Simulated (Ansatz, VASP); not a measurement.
## Cu5Mo in VASP and in Ansatz

```
Cu Mo
1.0
     2.62969    0.00000    0.00000
    -1.31484    2.27738    0.00000
     0.00000    0.00000   12.87300
Cu Mo
5 1
Cartesian
  1.3148 0.7591 10.5879
  0.0000 1.5183 8.5096
  0.0000 1.5183 2.2851
  1.3148 0.7591 4.3634
  0.0000 0.0000 6.4365
  0.0000 0.0000 0.0000
```

Alike in both runs: functional PBE; k mesh 7 × 7 × 2; occupations gaussian, width 0.2 eV; no spin polarisation.

Ansatz relaxed the structure, and its values are those at the end. VASP's run is a single point on that final structure, the one shown.

|  | VASP | Ansatz |
| --- | --- | --- |
| version | VASP 6.6.1 | Ansatz 0.2.0 |
| potentials or method | VASP PAW PBE potentials, release 64 (Cu, Mo_sv), cutoff 520 eV | scalar-relativistic, plane waves, PAW |
| valence electrons in the cell | 69 | 109 |

```csv
,VASP,Ansatz,Ansatz less VASP
gap on the k mesh at the Fermi level (eV),none,none,-
pressure (GPa),1.1,0.5,-0.64
rms of the force components (eV/Å),0.005,0.002,-0.0025
```

A gap of «none» marks a metal or a gap that the smearing closes. With one functional, cell and mesh, what is left measures potentials, basis and numerics. VASP's potentials hold 69 valence electrons a cell and Ansatz's 109, so a difference there can come from the potentials and not from the codes.

The k mesh is coarse, so the values compare programs but aren't converged.
